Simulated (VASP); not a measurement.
A run of VASP 6.6.1 is set up as follows.

The input INCAR:

```
PREC = Accurate
ENCUT = 520
EDIFF = 1E-6
ISMEAR = -1
SIGMA = 0.1
LREAL = False
LASPH = True
NELM = 100
ALGO = Normal
ISIF = 2
LWAVE = False
LCHARG = False
GGA = PE
NBANDS = 16
```

Contents of KPOINTS:

```
Automatic mesh
0
Gamma
  11 11 11
```

Contents of POSCAR:

```
InSb
1.0
    0.0000000000      2.9741561659      2.9741561659
    2.9741561659      0.0000000000      2.9741561659
    2.9741561659      2.9741561659      0.0000000000
In Sb
1 1
Direct
    0.0000000000      0.0000000000      0.0000000000
    0.2500000000      0.2500000000      0.2500000000
```

Potentials or basis: VASP PAW PBE potentials, release 64 (In_d, Sb).

Command:

```console
$ cat potpaw_PBE.64/In_d/POTCAR potpaw_PBE.64/Sb/POTCAR > POTCAR
$ mpirun -np 1 vasp_std > vasp.out
```

Task: Estimate the pressure.

Result: 26.4 GPa.

Task: Predict the band gap on the k mesh.

Result: 0.73 eV, indirect (least direct gap 1.35 eV).

Caveat: spin-orbit coupling is left out, which moves the levels of the heavy elements. A k mesh can miss the band edges.
